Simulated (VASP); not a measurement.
# C: single point with PBE

Crystal: C.

```
CELL_PARAMETERS angstrom
1.71950 0.00000 0.00000
0.00000 1.71950 0.00000
0.00000 0.00000 1.71950
ATOMIC_POSITIONS crystal
C 0.00000 0.00000 0.00000
```

This cell differs from its parent crystal: volume scaled by 0.92.

```json
{"Program": "VASP 6.6.1", "Task": "single point", "Functional": "PBE", "Potentials or basis": "VASP PAW PBE potentials, release 64 (C)", "Cutoff": "520 eV", "k mesh": "29 × 29 × 29", "Occupations": "fermi-dirac, width 0.1 eV", "Spin": "no spin polarisation", "Dipole correction": "no", "Further INCAR settings": "ALGO = Normal; EDIFF = 1e-06; NBANDS = 8"}
```

The pressure is 37.3 GPa. The band gap on the k mesh is zero (band 2 reaches 22.48 eV, above the bottom of band 3 at 10.29 eV).

Levels at points of the mesh, in eV from the Fermi level:
| k point | band 1 | band 2 | band 3 | band 4 | band 5 |
| --- | --- | --- | --- | --- | --- |
| (0.00, 0.00, 0.00) | -23.61 | 10.06 | 10.06 | 10.06 | 26.41 |

Wall time 5.4 s on 1 thread of Intel(R) Xeon(R) 6975P-C (Granite Rapids), on a shared host, peak memory 0.12 GiB.
